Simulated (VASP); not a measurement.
A run of VASP 6.6.1 is set up as follows.

File INCAR:

```
PREC = Accurate
ENCUT = 520
EDIFF = 1E-6
ISMEAR = -1
SIGMA = 0.1
LREAL = Auto
LASPH = T
NELM = 80
ALGO = Normal
ISIF = 2
LWAVE = F
LCHARG = F
GGA = PE
NBANDS = 86
```

Contents of KPOINTS:

```
Automatic mesh
0
Gamma
  3 3 1
```

The input POSCAR:

```
WC
1.0
    5.6872000000      0.0000000000      0.0000000000
   -2.8436000000      4.9252600000      0.0000000000
    0.0000000000      0.0000000000     16.1894250000
W C
8 8
Direct
    0.0000000000      0.0000000000      0.0617687163
   -0.0143034585      0.0052586056      0.2439926063
   -0.0000030455      0.4999939090      0.0617687163
   -0.0167838057      0.4831013997      0.2452094500
    0.5000000000      0.0000000000      0.0617687163
    0.4983416483      0.0106796392      0.2516828115
    0.4999969545      0.4999939090      0.0617687163
    0.4951093428      0.4868778501      0.2402988370
    0.3569791211      0.1865282239      0.1404188228
    0.3279397247      0.1778586308      0.3227353658
    0.3146580109      0.6581175410      0.1482016810
    0.3300609442      0.6688783942      0.3139147931
    0.8135631714      0.1610270321      0.1531555321
    0.8124461821      0.1817569022      0.3336746055
    0.8347021909      0.6540365382      0.1509750964
    0.8198752284      0.6664419746      0.3149092695
```

Potentials or basis: VASP PAW PBE potentials, release 64 (W_sv, C).

Command:

```bash
$ cat potpaw_PBE.64/W_sv/POTCAR potpaw_PBE.64/C/POTCAR > POTCAR
$ mpirun -np 1 vasp_std > vasp.out
```

Q: Estimate the band gap on the k mesh.

A: Zero (bands 72 and 73 overlap by 1.06 eV).

Q: Estimate the largest force.

A: 3.259 eV/Å.

Forces in eV/Å, atoms in the order of the input:
```
W   -0.321 -0.126  1.737
W    1.642 -0.945  2.034
W   -0.140 -0.162  1.295
W    0.563  2.530  1.096
W    0.171 -0.454  1.334
W   -0.649 -1.582 -0.055
W   -0.121  0.913 -0.035
W   -2.104  1.727  1.242
C   -1.443 -1.918  1.245
C   -0.479 -0.446 -1.948
C    1.082  0.404 -0.708
C    0.231 -0.728 -0.498
C    1.239 -0.091 -1.766
C    1.012 -0.718 -3.013
C   -0.770  1.154 -1.289
C    0.086  0.443 -0.673
```

Caveat: the k points lie up to 0.43 Å⁻¹ apart, too coarse for converged energies and pressures of a metal; the atoms stand as in a frame of molecular dynamics; there is no dipole correction, which matters where the two faces differ; spin-orbit coupling is left out, which moves the levels of the heavy elements.
